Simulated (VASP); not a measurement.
Input of a VASP 6.6.1 run:

File INCAR:

```
SYSTEM = Cd
PREC = Accurate
ENCUT = 520
EDIFF = 1E-6
ISMEAR = 0
SIGMA = 0.15
LREAL = .FALSE.
LASPH = .TRUE.
NELM = 100
ALGO = Fast
ISIF = 2
LWAVE = .FALSE.
LCHARG = .FALSE.
GGA = PS
NBANDS = 12
```

Contents of KPOINTS:

```
Automatic mesh
0
G
  18 18 18
  0 0 0
```

Contents of POSCAR:

```
Cd
1.0
    0.0000000000      2.1959682525      2.2181497500
    2.2181497500      0.0000000000      2.2181497500
    2.2181497500      2.1959682525      0.0000000000
Cd
1
Direct
    0.0000000000      0.0000000000      0.0000000000
```

Potentials or basis: VASP PAW PBE potentials, release 64 (Cd).

Command:

```console
$ cat potpaw_PBE.64/Cd/POTCAR > POTCAR
$ mpirun -np 1 vasp_std > vasp.out
```

Predict the pressure.

-1.3 GPa.

Estimate the band gap on the k mesh.

zero (band 6 reaches 4.32 eV, above the bottom of band 7 at 1.40 eV).

Stress tensor (GPa, compression positive):
```
-1.43  0.00  0.00
 0.00 -1.12  0.00
 0.00  0.00 -1.43
```

Caveat: the cell differs from its parent crystal (strain -0.0100 x Voigt [0, 1, 0, 0, 0, 0]); the PAW data sets were made with another functional, which shifts forces and pressure a little.
